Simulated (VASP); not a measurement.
# AgCl (Cmcm) in VASP: further runs

AgCl is run at these levels: PBEsol; tasks: electric field gradients.

Everything below comes from runs of VASP 6.6.1. Logs are shortened: lines on timing, memory, paths and dates and some standing lists are left out, and cuts for length are marked.

## Step 1: The cell of the first run

The structure is orthorhombic, space group Cmcm (No. 63). The conventional cell has a = 3.742 Å, b = 11.113 Å, c = 3.963 Å, α = 90.00°, β = 90.00°, γ = 90.00°. Within 3.6 Å of Ag (site symmetry m2m) lie 7 Cl at 2.75 to 3.24 Å and 2 Ag at 3.04 Å. Within 3.6 Å of Cl (site symmetry m2m) lie 7 Ag at 2.75 to 3.24 Å and 2 Cl at 3.59 Å.

## Step 2: Electric field gradients, PBEsol (zz strain of +1 %)

INCAR reads:

```
PREC = Accurate ; ENCUT = 520
EDIFF = 1E-8 ; ISMEAR = -1
SIGMA = 0.03 ; LREAL = False
LASPH = True ; NELM = 60
ALGO = Normal ; ISIF = 2
LWAVE = False ; LCHARG = False
GGA = PS ; LEFG = True
NBANDS = 26
```

KPOINTS reads:

```
Automatic mesh
0
Gamma
  9 9 8
```

POSCAR reads:

```
AgCl
1.0
    1.8709097030     -5.5565952358      0.0000000000
    1.8709097030      5.5565952358      0.0000000000
    0.0000000000      0.0000000000      3.9632777235
Ag Cl
2 2
Direct
    0.3965554000      0.6034446000      0.7500000000
    0.6034446000      0.3965554000      0.2500000000
    0.8654487300      0.1345512700      0.2500000000
    0.1345512700      0.8654487300      0.7500000000
```

Potentials or basis: VASP PAW PBE potentials, release 64 (Ag, Cl).

Launch:

```
$ cat potpaw_PBE.64/Ag/POTCAR potpaw_PBE.64/Cl/POTCAR > POTCAR
$ mpirun -np 1 vasp_std > vasp.out
```

OUTCAR:

```text
PREC = Accurate
   ENCUT = 520
   EDIFF = 1E-8
   ISMEAR = -1
   LREAL = False
   LASPH = True
   NELM = 60
   ISIF = 2
   GGA = PS

 ion  position               nearest neighbor table
   1  0.397  0.603  0.750-   3 2.75   3 2.75   3 2.75   3 2.75   4 2.91   2 3.04   2 3.04
   2  0.603  0.397  0.250-   4 2.75   4 2.75   4 2.75   4 2.75   3 2.91   1 3.04   1 3.04
   3  0.865  0.135  0.250-   1 2.75   1 2.75   1 2.75   1 2.75   2 2.91
   4  0.135  0.865  0.750-   2 2.75   2 2.75   2 2.75   2 2.75   1 2.91

  LATTYP: Found a base centered orthorhombic cell.
 ALAT       =     3.7418194060
 B/A-ratio  =     2.9699964819
 C/A-ratio  =     1.0591846622

  Lattice vectors:

 A1 = (   1.8709097030,  -5.5565952358,   0.0000000000)
 A2 = (   1.8709097030,   5.5565952358,   0.0000000000)
 A3 = (   0.0000000000,   0.0000000000,   3.9632777235)

Analysis of symmetry for initial positions (statically):
=====================================================================
 Subroutine PRICEL returns:
 Original cell was already a primitive cell.

 Routine SETGRP: Setting up the symmetry group for a
 base centered orthorhombic supercell.

 Subroutine GETGRP returns: Found  8 space group operations
 (whereof  4 operations were pure point group operations)
 out of a pool of  8 trial point group operations.

The static configuration has the point symmetry C_2h.
 The point group associated with its full space group is D_2h.

Analysis of symmetry for dynamics (positions and initial velocities):
=====================================================================
 Subroutine PRICEL returns:
 Original cell was already a primitive cell.

 Routine SETGRP: Setting up the symmetry group for a
 base centered orthorhombic supercell.

 Subroutine GETGRP returns: Found  8 space group operations
 (whereof  4 operations were pure point group operations)
 out of a pool of  8 trial point group operations.

The dynamic configuration has the point symmetry C_2h.
 The point group associated with its full space group is D_2h.

 Subroutine INISYM returns: Found  8 space group operations
 (whereof  4 operations are pure point group operations),
 and found     1 'primitive' translations

----------------------------------------------------------------------------------------

                                     Primitive cell

  volume of cell :      82.4036

  direct lattice vectors                    reciprocal lattice vectors
     1.870909703 -5.556595236  0.000000000     0.267249670 -0.089983160  0.000000000
     1.870909703  5.556595236  0.000000000     0.267249670  0.089983160  0.000000000
     0.000000000  0.000000000  3.963277724     0.000000000  0.000000000  0.252316408

  length of vectors
     5.863109562  5.863109562  3.963277724     0.281991764  0.281991764  0.252316408

  position of ions in fractional coordinates (direct lattice)
     0.396555400  0.603444600  0.750000000
     0.603444600  0.396555400  0.250000000
     0.865448730  0.134551270  0.250000000
     0.134551270  0.865448730  0.750000000

  ion indices of the primitive-cell ions
   primitive index   ion index
                 1           1
                 2           2
                 3           3
                 4           4

----------------------------------------------------------------------------------------

 KPOINTS: Automatic mesh

Automatic generation of k-mesh.
 Grid dimensions read from file:
 generate k-points for:    9    9    8

 Generating k-lattice:

  Cartesian coordinates                     Fractional coordinates (reciprocal lattice)
     0.029694408 -0.009998129  0.000000000     0.111111111  0.000000000  0.000000000
     0.029694408  0.009998129  0.000000000     0.000000000  0.111111111  0.000000000
     0.000000000  0.000000000  0.031539551     0.000000000  0.000000000  0.125000000

  Length of vectors
     0.031332418  0.031332418  0.031539551

  Shift w.r.t. Gamma in fractional coordinates (k-lattice)
     0.000000000  0.000000000  0.000000000

 Subroutine IBZKPT returns following result:
 ===========================================

 Found    125 irreducible k-points:

 Following reciprocal coordinates:
            Coordinates               Weight
  0.000000  0.000000  0.000000      1.000000
  0.111111 -0.000000  0.000000      4.000000
  0.222222 -0.000000  0.000000      4.000000
  0.333333  0.000000  0.000000      4.000000
  0.444444 -0.000000  0.000000      4.000000
  0.111111  0.111111  0.000000      2.000000
[... 16 lines left out ...]
 -0.333333  0.333333  0.000000      2.000000
  0.444444  0.444444  0.000000      2.000000
 [... further k-points ...]
   k-points           NKPTS =    125   k-points in BZ     NKDIM =    125   number of bands    NBANDS=     26
   number of dos      NEDOS =    301   number of ions     NIONS =      4
   total plane-waves  NPLWV =  69120
   dimension x,y,z NGX =    48 NGY =   48 NGZ =   30
   dimension x,y,z NGXF=    96 NGYF=   96 NGZF=   60
   ions per type =               2   2
   NGX,Y,Z   is equivalent  to a cutoff of  13.61, 13.61, 12.58 a.u.
   NGXF,Y,Z  is equivalent  to a cutoff of  27.22, 27.22, 25.17 a.u.
 SYSTEM =  unknown system
   PREC   = accura    normal or accurate (medium, high low for compatibility)
   ISTART =      0    job   : 0-new  1-cont  2-samecut
   ICHARG =      2    charge: 1-file 2-atom 10-const
   ISPIN  =      1    spin polarized calculation?
   LNONCOLLINEAR =      F non collinear calculations
   LSORBIT =      F    spin-orbit coupling
   LASPH  =      T    aspherical Exc in radial PAW
   ENCUT  =  520.0 eV  38.22 Ry    6.18 a.u.  10.90 10.90  7.37*2*pi/ulx,y,z
   NELM   =     60;   NELMIN=  2; NELMDL= -5     # of ELM steps
   EDIFF  = 0.1E-07   stopping-criterion for ELM
   LREAL  =      F    real-space projection
   EDIFFG = 0.1E-06   stopping-criterion for IOM
   NSW    =      0    number of steps for IOM
   IBRION =     -1    ionic relax: 0-MD 1-quasi-New 2-CG
   NFREE  =      0    steps in history (QN), initial steepest desc. (CG)
   ISIF   =      2    stress and relaxation
   ISYM   =      2    0-nonsym 1-usesym 2-fastsym
   POTIM  = 0.5000    time-step for ionic-motion
   TEBEG  =    0.0;   TEEND  =   0.0 temperature during run
   PSTRESS=    0.0 pullay stress
   NELECT =      36.0000    total number of electrons
   NUPDOWN=      -1.0000    fix difference up-down
   EMIN   =  10.00;   EMAX   =-10.00  energy-range for DOS
   EFERMI =   0.00;   METHOD = LEGACY
   ISMEAR =    -1;   SIGMA  =   0.03  broadening in eV -4-tet -1-fermi 0-gaus
   EFERMI_NEDOS =   21; number of points for ismear=-14 and -15
   IALGO  =     38    algorithm
   IMIX   =      4    mixing-type and parameters
     AMIX     =   0.40;   BMIX     =  1.00
     AMIX_MAG =   1.60;   BMIX_MAG =  1.00
  volume/ion in A,a.u.               =      20.60       139.02
  Fermi-wavevector in a.u.,A,eV,Ry     =   1.242206  2.347429 20.994821  1.543076
  Thomas-Fermi vector in A             =   2.376571
   LORBIT       =      0    0 simple, 1 ext, 2 COOP (PROOUT), +10 PAW based schemes
   GGA     = PS    functional components
   LHFCALC =     F    Hartree Fock is set to
   AEXX    =    0.0000 exact exchange contribution
   IVDW    =     0    specifies the selected vdW correction
   LEPSILON=     F    determine dielectric tensor
   LRPA    =     F    only Hartree local field effects (RPA)
 non-spin polarized calculation
  energy-cutoff  :      520.00
  volume of cell :       82.40
 maximum number of plane-waves:      2242
 NGX is ok and might be reduce to    48
   NGX = 21   NGY = 21   NGZ = 15

 number of electron      35.9999998 magnetization

 Free energy of the ion-electron system (eV)
  ---------------------------------------------------
  ext. energy  EPLUGINS =         0.00000000
  ---------------------------------------------------
  free energy    TOTEN  =       -11.99613532 eV

  energy without entropy =      -11.99611975  energy(sigma->0) =      -11.99612754

 E-fermi :   4.2013     XC(G=0): -10.4438

 val. band max:        3.9951759152   @ k =   0.2222   0.2222   0.0000
 cond. band min:       4.3338222503   @ k =   0.0000   0.0000   0.0000
 fundamental gap:      0.3386463351
 Fermi energy:         4.2013398570

 k-point     1 :       0.0000    0.0000    0.0000
  band No.  band energies     occupation
      1     -11.0745      2.00000
      2     -10.4655      2.00000
      3      -0.4938      2.00000
      4       0.5706      2.00000
      5       0.8187      2.00000
      6       0.9207      2.00000
[... 18 lines left out ...]
     25      14.0669      0.00000
     26      14.8175      0.00000

 k-point     2 :       0.1111   -0.0000    0.0000
  band No.  band energies     occupation
      1     -11.0304      2.00000
      2     -10.4518      2.00000
      3      -0.4895      2.00000
      4       0.3245      2.00000
      5       0.3380      2.00000
      6       0.6452      2.00000
[... 18 lines left out ...]
     25      14.4242      0.00000
     26      14.7925      0.00000

 k-point     3 :       0.2222   -0.0000    0.0000
  band No.  band energies     occupation
      1     -10.9120      2.00000
      2     -10.4200      2.00000
      3      -0.4812      2.00000
      4      -0.3239      2.00000
      5      -0.0816      2.00000
      6      -0.0588      2.00000
[... 18 lines left out ...]
     25      14.1913      0.00000
     26      15.0431      0.00000

 k-point     4 :       0.3333    0.0000    0.0000
  band No.  band energies     occupation
      1     -10.7604      2.00000
      2     -10.3933      2.00000
      3      -0.9570      2.00000
      4      -0.7360      2.00000
      5      -0.3806      2.00000
      6      -0.3526      2.00000
[... 18 lines left out ...]
     25      13.5169      0.00000
     26      15.0477      0.00000
[... 496 lines left out ...]
      1     -10.8447      2.00000
      2     -10.6410      2.00000
      3      -0.3064      2.00000
      4       0.0102      2.00000
      5       0.5042      2.00000
      6       0.6727      2.00000
[... 18 lines left out ...]
     25      14.1348      0.00000
     26      15.2563      0.00000

 k-point    23 :      -0.3333    0.3333    0.0000
  band No.  band energies     occupation
      1     -10.9255      2.00000
      2     -10.6182      2.00000
      3      -0.3635      2.00000
      4       0.3979      2.00000
      5       0.6936      2.00000
      6       0.9172      2.00000
[... 18 lines left out ...]
     25      14.4891      0.00000
     26      14.8103      0.00000

 k-point    24 :       0.4444    0.4444    0.0000
  band No.  band energies     occupation
      1     -10.7599      2.00000
      2     -10.7263      2.00000
      3      -0.1880      2.00000
      4      -0.1353      2.00000
      5       0.5672      2.00000
      6       0.6121      2.00000
[... 18 lines left out ...]
     25      14.3308      0.00000
     26      15.3463      0.00000

 [... further k-points ...]

------------------------ aborting loop because EDIFF is reached ----------------------------------------

  FORCE on cell =-STRESS in cart. coord.  units (eV):
  Direction    XX          YY          ZZ          XY          YZ          ZX
  --------------------------------------------------------------------------------------
  -------------------------------------------------------------------------------------
  Total       -1.8708984     -1.4274092     -2.1154575      0.0000000     -0.0000000      0.0000000
  in kB      -36.3759801    -27.7531938    -41.1309545      0.0000000     -0.0000000      0.0000000
  external PRESSURE =     -35.0867095 kB  Pullay stress =       0.0000000 kB

 VOLUME and BASIS-vectors are now :
 -----------------------------------------------------------------------------
  energy-cutoff  :      520.00
  volume of cell :       82.40
      direct lattice vectors                 reciprocal lattice vectors
     1.870909703 -5.556595236  0.000000000     0.267249670 -0.089983160  0.000000000
     1.870909703  5.556595236  0.000000000     0.267249670  0.089983160  0.000000000
     0.000000000  0.000000000  3.963277724     0.000000000  0.000000000  0.252316408

 POSITION                                       TOTAL-FORCE (eV/Angst)
 -----------------------------------------------------------------------------------
      1.87091      1.14960      2.97246         0.000000     -0.016160      0.000000
      1.87091     -1.14960      0.99082         0.000000      0.016160      0.000000
      1.87091     -4.06130      0.99082         0.000000     -0.039419     -0.000000
      1.87091      4.06130      2.97246         0.000000      0.039419      0.000000
 -----------------------------------------------------------------------------------
    total drift:                                0.000000     -0.000000      0.000000

  FREE ENERGIE OF THE ION-ELECTRON SYSTEM (eV)
  ---------------------------------------------------
  free  energy   TOTEN  =       -11.9961353218 eV

  energy  without entropy=      -11.9961197507  energy(sigma->0) =      -11.99612754

 Electric field gradients (V/A^2)
---------------------------------------------------------------------
 ion       V_xx      V_yy      V_zz      V_xy      V_xz      V_yz
---------------------------------------------------------------------
   1     -20.569    47.880   -27.311     0.000     0.000    -0.000
   2     -20.569    47.880   -27.311    -0.000     0.000    -0.000
   3      31.867   -52.900    21.032     0.000    -0.000    -0.000
   4      31.867   -52.900    21.032     0.000     0.000    -0.000
---------------------------------------------------------------------

 Electric field gradients after diagonalization (V/A^2)
 (convention: |V_zz| > |V_xx| > |V_yy|)
----------------------------------------------------------------------
 ion       V_xx      V_yy      V_zz     asymmetry (V_yy - V_xx)/ V_zz
----------------------------------------------------------------------
   1     -27.311   -20.569    47.880       0.141
   2     -27.311   -20.569    47.880       0.141
   3      31.867    21.032   -52.900       0.205
   4      31.867    21.032   -52.900       0.205
----------------------------------------------------------------------

           NMR quadrupolar parameters

 Cq : quadrupolar parameter    Cq=e*Q*V_zz/h
 eta: asymmetry parameters     (V_yy - V_xx)/ V_zz
 Q  : nuclear electric quadrupole moment in mb (millibarn)
----------------------------------------------------------------------
 ion       Cq(MHz)       eta       Q (mb)
----------------------------------------------------------------------
   1       0.116       0.141       1.000
   2       0.116       0.141       1.000
   3      -0.128       0.205       1.000
   4      -0.128       0.205       1.000
----------------------------------------------------------------------
```

It took 5.9 min on 1 thread of Oxide Virtual Turin-like, shared host; peak memory 0.36 GiB.

What came out:

```
Free energy            : -11.9961 eV
Pressure               : -3.5 GPa
Largest force          : 0.039 eV/Å
Band gap on the k mesh : 0.34 eV, indirect (least direct gap 1.77 eV)
```

Forces on the atoms (eV/Å):
```
Ag   0.000 -0.016  0.000
Ag   0.000  0.016  0.000
Cl   0.000 -0.039  0.000
Cl   0.000  0.039  0.000
```

Electric field gradients, principal values (V/Å²):
| atom | least | middle | greatest (by size) |
| --- | --- | --- | --- |
| 1 Ag | -20.569 | -27.311 | 47.880 |
| 2 Ag | -20.569 | -27.311 | 47.880 |
| 3 Cl | 21.032 | 31.867 | -52.900 |
| 4 Cl | 21.032 | 31.867 | -52.900 |

Caveat: the cell differs from its parent crystal (zz strain of +1 %); without QUAD_EFG the Cq values of the log hold for a quadrupole moment of 1 mb, not for the nuclei; the PAW data sets were made with another functional, which shifts forces and pressure a little. A k mesh can miss the band edges.

(Part 1 of 2 ends here.)
